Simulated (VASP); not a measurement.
Here is a VASP 6.6.1 calculation.

Contents of POSCAR:

```
H10C3
1.0
    7.1919660000      0.0000000000      0.0000000000
    0.0000000000      7.1919660000      0.0000000000
    0.0000000000      0.0000000000      7.1919660000
C H
9 30
Direct
    0.2573148983      0.6315658333      0.9363086533
    0.2837054569      0.4333029383      0.9955414138
    0.6238071760      0.2765446889      0.4605277611
    0.7675509033      0.2403098124      0.3191338780
    0.2376123580      0.9799406727      0.5652140180
    0.2457464343      0.9636586157      0.3536585128
    0.6529647109      0.7541887712      0.2546591572
    0.7749063330      0.7171474392      0.7718334597
    0.1356930775      0.4850412252      0.4809255216
    0.3900602422      0.7091802158      0.9124208874
    0.1609851882      0.6563990987      0.8251707530
    0.1900871055      0.7048698506      1.0526189918
    0.1510296350      0.3593315096      1.0025631378
    0.3882526697      0.3626963754      0.9069703611
    0.3282968802      0.4197183357      1.1418157427
    0.4972631962      0.3139336309      0.3909084109
    0.6032008494      0.1596503654      0.5490014830
    0.6765743887      0.3840257309      0.5478891307
    0.8880186586      0.1680625298      0.3770318158
    0.7268666176      0.1475813428      0.2009186362
    0.8188303449      0.3723043185      0.2652682173
    0.2309521486      1.1240459146      0.6126141308
    0.1113603707      0.9198736479      0.6286876217
    0.3582469661      0.9215421764      0.6376837710
    0.2896982550      0.8234327025      0.3158385343
    0.1180483890      1.0017844912      0.2771564827
    0.3574405107      1.0560811884      0.2994730509
    0.7698034168      0.6580398183      0.2322452581
    0.5368490340      0.6647000278      0.3115281691
    0.5937458547      0.8223898723      0.1323143074
    0.6700949365      0.8537025898      0.3722347964
    0.7960688357      0.8515613116      0.8397008551
    0.7953319023      0.6025612468      0.8709718594
    0.8739474019      0.7077480622      0.6589018914
    0.6405758870      0.7091663114      0.7000450225
    0.2756826159      0.5313985077      0.5270603337
    0.0593022826      0.4253357149      0.5987097269
    0.1625563858      0.3820095924      0.3771569554
    0.0540464179      0.5973888086      0.4121126268
```

Contents of INCAR.step1:

```
SYSTEM = H10C3
PREC = Accurate
ENCUT = 580
ISMEAR = -1
SIGMA = 0.05
LREAL = Auto
LASPH = .True.
NELM = 120
NBANDS = 58
GGA = PE
ALGO = Normal
EDIFF = 1E-5
LWAVE = .True.
LCHARG = .False.
GGA_COMPAT = .False.
```

INCAR.step2

```
SYSTEM = H10C3
PREC = Accurate
ENCUT = 580
EDIFF = 1E-6
ISMEAR = -1
SIGMA = 0.05
LREAL = Auto
LASPH = .True.
NELM = 120
ALGO = Normal
ISIF = 2
LWAVE = .False.
LCHARG = .False.
METAGGA = R2SCAN
LMIXTAU = .True.
IVDW = 12
VDW_S6 = 1.0
VDW_S8 = 0.78981345
VDW_A1 = 0.49484001
VDW_A2 = 5.73083694
NBANDS = 58
ISTART = 1
GGA_COMPAT = .False.
```

File KPOINTS:

```
regular mesh
0
Gamma
  1 1 1
  0 0 0
```

Potentials or basis: VASP PAW PBE potentials, release 64 (C, H).

Run with:

```bash
$ cat potpaw_PBE.64/C/POTCAR potpaw_PBE.64/H/POTCAR > POTCAR
$ cp INCAR.step1 INCAR
$ mpirun -np 1 vasp_gam > vasp.out
$ cp INCAR.step2 INCAR
$ mpirun -np 1 vasp_gam > vasp.out
```

Estimate the dispersion energy per atom.

-0.019 eV.

Estimate the pressure.

-0.1 GPa.

What does it give for the largest force?

2.333 eV/Å.

Stress tensor (GPa, compression positive):
```
-0.38 -0.09 -0.52
-0.09  0.71  0.80
-0.52  0.80 -0.58
```

Caveat: the k points lie up to 0.87 Å⁻¹ apart; the PAW data sets were made with another functional, which shifts forces and pressure a little.
